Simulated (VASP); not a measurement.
Si: single point with LDA

Crystal: Si.

```
Si
1.0
     2.52700    0.00000    0.00000
    -1.26350    2.18845    0.00000
     0.00000    0.00000    2.43233
Si
1
Cartesian
  0.0000 0.0000 0.0000
```

This isn't the form of Si at room conditions, which is diamond.

```yaml
Program: VASP 6.6.1
Task: single point
Functional: LDA
Potentials_or_basis: VASP PAW LDA potentials, release 64 (Si)
Cutoff: 520 eV
k_mesh: 16 × 16 × 14
Occupations: fermi-dirac, width 0.1 eV
Spin: no spin polarisation
```

| Quantity | Value |
| --- | --- |
| Pressure | 11.2 GPa |
| Band gap on the k mesh | zero (bands 2 and 3 overlap by 11.63 eV) |

Stress tensor (GPa, compression positive):
```
13.50  0.00  0.00
 0.00 13.50  0.00
 0.00  0.00  6.44
```

Levels at points of the mesh, in eV from the Fermi level:
| k point | band 1 | band 2 | band 3 | band 4 | band 5 | band 6 | band 7 |
| --- | --- | --- | --- | --- | --- | --- | --- |
| (0.00, 0.00, 0.00) | -14.90 | 7.32 | 7.81 | 11.65 | 11.65 | 12.84 | 12.84 |
| (0.50, 0.00, 0.00) | -7.69 | -7.32 | 5.82 | 6.78 | 13.33 | 15.02 | 17.89 |
| (0.00, 0.00, 0.50) | -9.88 | -7.83 | 15.39 | 15.39 | 15.52 | 15.52 | 17.53 |
| (0.50, 0.00, 0.50) | -3.37 | -2.11 | -1.80 | 1.12 | 9.58 | 13.04 | 13.21 |

It took 19 s on 1 thread of Intel Xeon 8259CL, with other jobs on the host, peak memory 0.13 GiB.

Caveat: the cell stands under pressure.
